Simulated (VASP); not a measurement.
Wanted: the native input for a VASP 6.6.1 run.

```
Task                   : single point
Functional             : PBE
Dispersion             : D3(BJ)
Potentials or basis    : VASP PAW PBE potentials, release 64 (Sr_sv, Si)
Cutoff                 : 520 eV
k mesh                 : 2 × 2 × 1
Occupations            : gaussian, width 0.1 eV
Spin                   : no spin polarisation
Dipole correction      : no
Further INCAR settings : ALGO = Normal; EDIFF = 1e-06; NBANDS = 74
```

The structure of Sr12Si lies in POSCAR:

```
Sr12Si
1.0
    8.5984180000      0.0000000000      0.0000000000
    4.2992090000      7.4464490000      0.0000000000
    0.0000000000      0.0000000000     18.0205790000
Sr Si
12 1
Direct
    0.1666667136      0.1666666890      0.0554921127
    0.6666667136      0.1666666890      0.0554921127
    0.1666666219      0.6666667562      0.0554921127
    0.6666666219      0.6666667562      0.0554921127
   -0.2565776869      0.3754609748      0.2466133857
    0.2189557914      0.3838151581      0.2438986561
   -0.2698979052      0.8875942077      0.2510912108
    0.2411181090      0.8745994232      0.2500349739
   -0.0729696232      0.0306454795      0.4435053946
    0.3672529809      0.0750955254      0.4360510281
   -0.1844305220      0.5961344797      0.4524259182
    0.3927680332      0.5202011053      0.4195750314
    0.3034392672      0.8184852941      0.5148676965
```

These files were run (other wordings do the same):

INCAR

```
ALGO = Normal ; EDIFF = 1E-6
ENCUT = 520 ; GGA = PE
ISIF = 2 ; ISMEAR = 0
IVDW = 12 ; LASPH = T
LCHARG = F ; LREAL = F
LWAVE = F ; NBANDS = 74
NELM = 80 ; PREC = Accurate
SIGMA = 0.1
```

KPOINTS

```
k-points
0
Gamma
  2 2 1
```

Potentials or basis: VASP PAW PBE potentials, release 64 (Sr_sv, Si).

Command:

```bash
$ cat potpaw_PBE.64/Sr_sv/POTCAR potpaw_PBE.64/Si/POTCAR > POTCAR
$ mpirun -np 1 vasp_std > vasp.out
```

It gave:

```json
{
  "Largest force": "0.192 eV/Å",
  "Band gap on the k mesh": "zero (bands 62 and 63 overlap by 0.12 eV)",
  "Dispersion energy per atom": "-0.149 eV"
}
```

Caveat: the k points lie up to 0.42 Å⁻¹ apart; there is no dipole correction, which matters where the two faces differ.

Run time: 14 min on 1 thread of Intel(R) Xeon(R) Platinum 8488C (Sapphire Rapids), on a shared host, peak memory 1.1 GiB.
